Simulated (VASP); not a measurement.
# InP (I4/mmm) in VASP: notebook, part 2 of 3

VASP 6.6.1.

## 3. Single point, PBE (strain -0.015 along x and y, +0.000 along z)

The input, INCAR:

```
PREC = Accurate ; ENCUT = 520
EDIFF = 1E-6 ; ISMEAR = 0
SIGMA = 0.15 ; LREAL = False
LASPH = True ; NELM = 80
ALGO = Normal ; ISIF = 2
LWAVE = False ; LCHARG = True
GGA = PE ; LELF = True
LVHAR = True ; NBANDS = 16
```

The input, KPOINTS:

```
regular mesh
0
Gamma
  18 18 18
```

The input, POSCAR:

```
InP
1.0
    0.0000000000      2.7286080084      2.7701604146
    2.7286080084      0.0000000000      2.7701604146
    2.7286080084      2.7286080084      0.0000000000
In P
1 1
Direct
    0.0000000000      0.0000000000      0.0000000000
    0.5000000000      0.5000000000      0.5000000000
```

Potentials or basis: VASP PAW PBE potentials, release 64 (In_d, P).

Run with:

```sh
$ cat potpaw_PBE.64/In_d/POTCAR potpaw_PBE.64/P/POTCAR > POTCAR
$ mpirun -np 1 vasp_std > vasp.out
```

OUTCAR:

```text
PREC = Accurate
   ENCUT = 520
   EDIFF = 1E-6
   ISMEAR = 0
   LREAL = False
   LASPH = True
   NELM = 80
   ISIF = 2
   GGA = PE

 ion  position               nearest neighbor table
   1  0.000  0.000  0.000-   2 2.73   2 2.73   2 2.73   2 2.73   2 2.77   2 2.77
   2  0.500  0.500  0.500-   1 2.73   1 2.73   1 2.73   1 2.73   1 2.77   1 2.77

  LATTYP: Found a body centered tetragonal cell.
 ALAT       =     3.8588344519
 C/A-ratio  =     1.4357498095

  Lattice vectors:

 A1 = (  -2.7286080084,   0.0000000000,   2.7701604146)
 A2 = (   2.7286080084,   0.0000000000,   2.7701604146)
 A3 = (   0.0000000000,   2.7286080084,  -2.7701604146)

Analysis of symmetry for initial positions (statically):
=====================================================================
 Subroutine PRICEL returns:
 Original cell was already a primitive cell.

 Routine SETGRP: Setting up the symmetry group for a
 body centered tetragonal supercell.

 Subroutine GETGRP returns: Found 16 space group operations
 (whereof 16 operations were pure point group operations)
 out of a pool of 16 trial point group operations.

The static configuration has the point symmetry D_4h.

Analysis of symmetry for dynamics (positions and initial velocities):
=====================================================================
 Subroutine PRICEL returns:
 Original cell was already a primitive cell.

 Routine SETGRP: Setting up the symmetry group for a
 body centered tetragonal supercell.

 Subroutine GETGRP returns: Found 16 space group operations
 (whereof 16 operations were pure point group operations)
 out of a pool of 16 trial point group operations.

The dynamic configuration has the point symmetry D_4h.

 Subroutine INISYM returns: Found 16 space group operations
 (whereof 16 operations are pure point group operations),
 and found     1 'primitive' translations

----------------------------------------------------------------------------------------

                                     Primitive cell

  volume of cell :      41.2494

  direct lattice vectors                    reciprocal lattice vectors
     0.000000000  2.728608008  2.770160415    -0.183243617  0.183243617  0.180494962
     2.728608008  0.000000000  2.770160415     0.183243617 -0.183243617  0.180494962
     2.728608008  2.728608008  0.000000000     0.183243617  0.183243617 -0.180494962

  length of vectors
     3.888327454  3.888327454  3.858834452     0.315808292  0.315808292  0.315808292

  position of ions in fractional coordinates (direct lattice)
     0.000000000  0.000000000  0.000000000
     0.500000000  0.500000000  0.500000000

  ion indices of the primitive-cell ions
   primitive index   ion index
                 1           1
                 2           2

----------------------------------------------------------------------------------------

 KPOINTS: regular mesh

Automatic generation of k-mesh.
 Grid dimensions read from file:
 generate k-points for:   18   18   18

 Generating k-lattice:

  Cartesian coordinates                     Fractional coordinates (reciprocal lattice)
    -0.010180201  0.010180201  0.010027498     0.055555556 -0.000000000  0.000000000
     0.010180201 -0.010180201  0.010027498    -0.000000000  0.055555556  0.000000000
     0.010180201  0.010180201 -0.010027498     0.000000000  0.000000000  0.055555556

  Length of vectors
     0.017544905  0.017544905  0.017544905

  Shift w.r.t. Gamma in fractional coordinates (k-lattice)
     0.000000000  0.000000000  0.000000000

 Subroutine IBZKPT returns following result:
 ===========================================

 Found    480 irreducible k-points:

 Following reciprocal coordinates:
            Coordinates               Weight
  0.000000  0.000000  0.000000      1.000000
  0.055556  0.000000  0.000000      8.000000
  0.111111  0.000000  0.000000      8.000000
  0.166667  0.000000  0.000000      8.000000
  0.222222  0.000000  0.000000      8.000000
  0.277778 -0.000000  0.000000      8.000000
[... 16 lines left out ...]
 -0.277778  0.055556  0.000000      8.000000
 -0.222222  0.055556  0.000000      8.000000
 [... further k-points ...]
   k-points           NKPTS =    480   k-points in BZ     NKDIM =    480   number of bands    NBANDS=     16
   number of dos      NEDOS =    301   number of ions     NIONS =      2
   total plane-waves  NPLWV =  27000
   dimension x,y,z NGX =    30 NGY =   30 NGZ =   30
   dimension x,y,z NGXF=    60 NGYF=   60 NGZF=   60
   ions per type =               1   1
   NGX,Y,Z   is equivalent  to a cutoff of  12.83, 12.83, 12.92 a.u.
   NGXF,Y,Z  is equivalent  to a cutoff of  25.65, 25.65, 25.85 a.u.
 SYSTEM =  unknown system
   PREC   = accura    normal or accurate (medium, high low for compatibility)
   ISTART =      0    job   : 0-new  1-cont  2-samecut
   ICHARG =      2    charge: 1-file 2-atom 10-const
   ISPIN  =      1    spin polarized calculation?
   LNONCOLLINEAR =      F non collinear calculations
   LSORBIT =      F    spin-orbit coupling
   LASPH  =      T    aspherical Exc in radial PAW
   ENCUT  =  520.0 eV  38.22 Ry    6.18 a.u.   7.23  7.23  7.17*2*pi/ulx,y,z
   NELM   =     80;   NELMIN=  2; NELMDL= -5     # of ELM steps
   EDIFF  = 0.1E-05   stopping-criterion for ELM
   LREAL  =      F    real-space projection
   EDIFFG = 0.1E-04   stopping-criterion for IOM
   NSW    =      0    number of steps for IOM
   IBRION =     -1    ionic relax: 0-MD 1-quasi-New 2-CG
   NFREE  =      0    steps in history (QN), initial steepest desc. (CG)
   ISIF   =      2    stress and relaxation
   ISYM   =      2    0-nonsym 1-usesym 2-fastsym
   POTIM  = 0.5000    time-step for ionic-motion
   TEBEG  =    0.0;   TEEND  =   0.0 temperature during run
   PSTRESS=    0.0 pullay stress
   NELECT =      18.0000    total number of electrons
   NUPDOWN=      -1.0000    fix difference up-down
   EMIN   =  10.00;   EMAX   =-10.00  energy-range for DOS
   EFERMI =   0.00;   METHOD = LEGACY
   ISMEAR =     0;   SIGMA  =   0.15  broadening in eV -4-tet -1-fermi 0-gaus
   EFERMI_NEDOS =   21; number of points for ismear=-14 and -15
   IALGO  =     38    algorithm
   IMIX   =      4    mixing-type and parameters
     AMIX     =   0.40;   BMIX     =  1.00
     AMIX_MAG =   1.60;   BMIX_MAG =  1.00
  volume/ion in A,a.u.               =      20.62       139.18
  Fermi-wavevector in a.u.,A,eV,Ry     =   1.241728  2.346526 20.978677  1.541889
  Thomas-Fermi vector in A             =   2.376114
   LORBIT       =      0    0 simple, 1 ext, 2 COOP (PROOUT), +10 PAW based schemes
   GGA     = PE    functional components
   LHFCALC =     F    Hartree Fock is set to
   AEXX    =    0.0000 exact exchange contribution
   IVDW    =     0    specifies the selected vdW correction
   LEPSILON=     F    determine dielectric tensor
   LRPA    =     F    only Hartree local field effects (RPA)
 non-spin polarized calculation
 Gauss-broadening in eV      SIGMA  =   0.15
  energy-cutoff  :      520.00
  volume of cell :       41.25
 maximum number of plane-waves:      1130
 NGX is ok and might be reduce to    30
   NGX = 15   NGY = 15   NGZ = 15

 number of electron      18.0000003 magnetization

 Free energy of the ion-electron system (eV)
  ---------------------------------------------------
  ext. energy  EPLUGINS =         0.00000000
  ---------------------------------------------------
  free energy    TOTEN  =        -7.90951030 eV

  energy without entropy =       -7.89614820  energy(sigma->0) =       -7.90282925

 E-fermi :   7.3984     XC(G=0): -10.5299

 val. band max:        7.3914415915   @ k =  -0.3889   0.0000   0.1111
 cond. band min:       7.4000010614   @ k =  -0.1111   0.1667   0.0556
 fundamental gap:      0.0085594699
 Fermi energy:         7.3983584476

 k-point     1 :       0.0000    0.0000    0.0000
  band No.  band energies     occupation
      1      -6.8553      2.00000
      2      -6.8538      2.00000
      3      -6.8380      2.00000
      4      -6.8289      2.00000
      5      -6.8289      2.00000
      6      -4.8343      2.00000
[... 8 lines left out ...]
     15      16.2138      0.00000
     16      16.2138      0.00000
[... 419 lines left out ...]
 k-point    24 :      -0.2222    0.0556    0.0000
  band No.  band energies     occupation
      1      -6.8930      2.00000
      2      -6.8803      2.00000
      3      -6.8353      2.00000
      4      -6.7942      2.00000
      5      -6.7861      2.00000
      6      -4.0681      2.00000
[... 8 lines left out ...]
     15      15.9296      0.00000
     16      16.8571      0.00000

 [... further k-points ...]

------------------------ aborting loop because EDIFF is reached ----------------------------------------

  FORCE on cell =-STRESS in cart. coord.  units (eV):
  Direction    XX          YY          ZZ          XY          YZ          ZX
  --------------------------------------------------------------------------------------
  -------------------------------------------------------------------------------------
  Total        0.7682411      0.7682411      0.3048229      0.0000000      0.0000000      0.0000000
  in kB       29.8394577     29.8394577     11.8397062      0.0000000      0.0000000      0.0000000
  external PRESSURE =      23.8395405 kB  Pullay stress =       0.0000000 kB

 VOLUME and BASIS-vectors are now :
 -----------------------------------------------------------------------------
  energy-cutoff  :      520.00
  volume of cell :       41.25
      direct lattice vectors                 reciprocal lattice vectors
     0.000000000  2.728608008  2.770160415    -0.183243617  0.183243617  0.180494962
     2.728608008  0.000000000  2.770160415     0.183243617 -0.183243617  0.180494962
     2.728608008  2.728608008  0.000000000     0.183243617  0.183243617 -0.180494962

 POSITION                                       TOTAL-FORCE (eV/Angst)
 -----------------------------------------------------------------------------------
      0.00000      0.00000      0.00000         0.000000      0.000000      0.000000
      2.72861      2.72861      2.77016         0.000000     -0.000000     -0.000000
 -----------------------------------------------------------------------------------
    total drift:                               -0.000000      0.000000      0.000000

  FREE ENERGIE OF THE ION-ELECTRON SYSTEM (eV)
  ---------------------------------------------------
  free  energy   TOTEN  =        -7.9095102997 eV

  energy  without entropy=       -7.8961482028  energy(sigma->0) =       -7.90282925
```

OSZICAR:

```text
N       E                     dE             d eps       ncg     rms          rms(c)
DAV:   1     0.108460693866E+03    0.10846E+03   -0.84826E+03 15536   0.134E+03
DAV:   2    -0.165800787057E+01   -0.11012E+03   -0.10538E+03 17232   0.308E+02
DAV:   3    -0.806688500773E+01   -0.64089E+01   -0.63267E+01 20120   0.705E+01
DAV:   4    -0.821964692120E+01   -0.15276E+00   -0.15258E+00 19488   0.110E+01
DAV:   5    -0.822633100628E+01   -0.66841E-02   -0.66839E-02 22776   0.207E+00    0.501E+00
DAV:   6    -0.792021406885E+01    0.30612E+00   -0.53667E-01 23352   0.126E+01    0.288E+00
DAV:   7    -0.790984747371E+01    0.10367E-01   -0.81615E-02 22920   0.243E+00    0.123E+00
DAV:   8    -0.790941595549E+01    0.43152E-03   -0.64994E-03 20200   0.104E+00    0.148E-01
DAV:   9    -0.790948218841E+01   -0.66233E-04   -0.47570E-04 23808   0.360E-01    0.836E-02
DAV:  10    -0.790949788665E+01   -0.15698E-04   -0.40250E-05 20288   0.545E-02    0.430E-02
DAV:  11    -0.790950932830E+01   -0.11442E-04   -0.11755E-05 20104   0.249E-02    0.785E-03
DAV:  12    -0.790951029966E+01   -0.97136E-06   -0.19036E-06 16416   0.219E-02
   1 F= -.79095103E+01 E0= -.79028293E+01  d E =-.133621E-01
```

Run time: 3 min. Hardware: 1 thread of Intel Xeon Platinum 8488C (Sapphire Rapids), shared host; peak memory 0.42 GiB.

Results:

- Free energy: -7.9095 eV
- Pressure: 2.4 GPa
- Band gap on the k mesh: zero (bands 9 and 10 overlap by 2.69 eV)

Caveat: the cell differs from its parent crystal (strain -0.015 along x and y, +0.000 along z); spin-orbit coupling is left out, which moves the levels of the heavy elements.

## 4. Single point, PBE (strain +0.000 along x and y, -0.015 along z)

The input, INCAR:

```
PREC = Accurate ; ENCUT = 520
EDIFF = 1E-7 ; ISMEAR = 0
SIGMA = 0.15 ; LREAL = F
LASPH = T ; NELM = 80
ALGO = Normal ; ISIF = 2
LWAVE = F ; LCHARG = F
GGA = PE ; NBANDS = 16
```

The input, KPOINTS:

```
Automatic mesh
0
Gamma
  18 18 18
```

The input, POSCAR:

```
InP
1.0
    0.0000000000      2.7701604146      2.7286080084
    2.7701604146      0.0000000000      2.7286080084
    2.7701604146      2.7701604146      0.0000000000
In P
1 1
Direct
    0.0000000000      0.0000000000      0.0000000000
    0.5000000000      0.5000000000      0.5000000000
```

Run with:

```sh
$ cat potpaw_PBE.64/In_d/POTCAR potpaw_PBE.64/P/POTCAR > POTCAR
$ mpirun -np 1 vasp_std > vasp.out
```

Wall time 4.6 min (1 thread of Intel Xeon Platinum 8488C (Sapphire Rapids), shared host); peak memory 0.42 GiB.

The run converged. Its results:

```
Free energy            : -7.9166 eV
Pressure               : 1.2 GPa
Band gap on the k mesh : zero (bands 9 and 10 overlap by 2.73 eV)
```

Stress tensor (GPa, compression positive):
```
0.55 0.00 0.00
0.00 0.55 0.00
0.00 0.00 2.38
```

Levels at points of the mesh, in eV from the Fermi level:
| k point | band 5 | band 6 | band 7 | band 8 | band 9 | band 10 | band 11 | band 12 | band 13 | band 14 |
| --- | --- | --- | --- | --- | --- | --- | --- | --- | --- | --- |
| (0.00, 0.00, 0.00) | -14.21 | -12.12 | -0.39 | -0.25 | -0.25 | 0.64 | 7.07 | 7.07 | 7.18 | 8.41 |
| (0.50, 0.00, 0.00) | -14.12 | -10.00 | -6.71 | 0.11 | 0.18 | 2.49 | 3.34 | 3.48 | 5.31 | 11.18 |
| (0.50, 0.50, 0.00) | -14.09 | -8.76 | -5.03 | -2.59 | -2.42 | -2.42 | 3.77 | 9.93 | 9.93 | 10.36 |
| (0.50, 0.00, 0.50) | -14.09 | -8.90 | -5.03 | -2.45 | -2.43 | -2.27 | 3.84 | 9.78 | 10.24 | 10.24 |

Caveat: the cell differs from its parent crystal (strain +0.000 along x and y, -0.015 along z); spin-orbit coupling is left out, which moves the levels of the heavy elements.

## 5. Single point, PBE (strain -0.015 along x and y, +0.030 along z)

The input, INCAR:

```
SYSTEM = InP
ALGO = Normal ; EDIFF = 1E-6
ENCUT = 520 ; GGA = PE
ISIF = 2 ; ISMEAR = 0
LASPH = .TRUE. ; LCHARG = .FALSE.
LREAL = .FALSE. ; LWAVE = .FALSE.
NBANDS = 16 ; NELM = 100
PREC = Accurate ; SIGMA = 0.15
```

The input, KPOINTS:

```
k-points
0
G
  18 18 18
  0 0 0
```

The input, POSCAR:

```
InP
1.0
    0.0000000000      2.7286080084      2.8532652270
    2.7286080084      0.0000000000      2.8532652270
    2.7286080084      2.7286080084      0.0000000000
In P
1 1
Direct
    0.0000000000      0.0000000000      0.0000000000
    0.5000000000      0.5000000000      0.5000000000
```

Run with:

```sh
$ cat potpaw_PBE.64/In_d/POTCAR potpaw_PBE.64/P/POTCAR > POTCAR
$ mpirun -np 1 vasp_std > vasp.out
```

Run time: 5.2 min. Hardware: 1 thread of Intel Xeon Platinum 8488C (Sapphire Rapids), shared host; peak memory 0.42 GiB.

Results (log left out):

```
Free energy            : -7.9037 eV
Pressure               : 0.3 GPa
Band gap on the k mesh : zero (bands 9 and 10 overlap by 2.55 eV)
```

Stress tensor (GPa, compression positive):
```
 1.70  0.00  0.00
 0.00  1.70  0.00
 0.00  0.00 -2.59
```

Levels at points of the mesh, in eV from the Fermi level:
```csv
k point,band 5,band 6,band 7,band 8,band 9,band 10,band 11,band 12,band 13,band 14
"(0.00, 0.00, 0.00)",-14.20,-12.01,-0.43,-0.43,-0.03,0.53,6.89,7.22,7.22,7.61
"(0.50, 0.00, 0.00)",-14.12,-9.95,-6.64,0.02,0.25,2.40,3.33,3.59,5.23,11.08
"(0.50, 0.50, 0.00)",-14.10,-9.13,-4.94,-2.22,-2.22,-2.18,3.97,9.87,10.03,10.03
"(0.50, 0.00, 0.50)",-14.08,-8.70,-4.95,-2.66,-2.64,-2.13,3.79,9.12,10.26,10.45
```

Caveat: the cell differs from its parent crystal (strain -0.015 along x and y, +0.030 along z); spin-orbit coupling is left out, which moves the levels of the heavy elements.

[end of part 2 of 3]
